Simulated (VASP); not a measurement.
Here is a VASP 6.6.1 calculation.

Contents of INCAR:

```
SYSTEM = TaN
PREC = Accurate ; ENCUT = 520
EDIFF = 1E-8 ; ISMEAR = -1
SIGMA = 0.01 ; LREAL = .False.
LASPH = .True. ; NELM = 60
ALGO = Normal ; ISIF = 2
LWAVE = .False. ; LCHARG = .False.
GGA = PE ; LEFG = .True.
NBANDS = 24
```

KPOINTS

```
Automatic mesh
0
Gamma
  9 9 5
  0 0 0
```

File POSCAR:

```
TaN
1.0
    2.9890010687      0.0000000000      0.0000000000
   -1.4945005344      2.5885508575      0.0000000000
    0.0000000000      0.0000000000      4.9400000000
Ta N
2 2
Direct
    0.3333333333      0.6666666667      0.0000000000
    0.6666666667      0.3333333333      0.5000000000
    0.3333333333      0.6666666667      0.3850000000
    0.6666666667      0.3333333333      0.8850000000
```

Potentials or basis: VASP PAW PBE potentials, release 64 (Ta_pv, N).

Run with:

```bash
$ cat potpaw_PBE.64/Ta_pv/POTCAR potpaw_PBE.64/N/POTCAR > POTCAR
$ mpirun -np 1 vasp_std > vasp.out
```

(1) Predict the pressure.

(2) Predict the largest force.

(3) What does it give for the band gap on the k mesh?

Answers

(1) 173.8 GPa.

(2) 3.625 eV/Å.

(3) zero (band 16 reaches 10.88 eV, above the bottom of band 17 at 8.49 eV).

Caveat: the cell differs from its parent crystal (equal xx and yy strain of -2 %); without QUAD_EFG the Cq values of the log hold for a quadrupole moment of 1 mb, not for the nuclei; spin-orbit coupling is left out, which moves the levels of the heavy elements; forces of over 1 eV/Å act on the atoms, so gaps and moduli don't describe the material at rest.
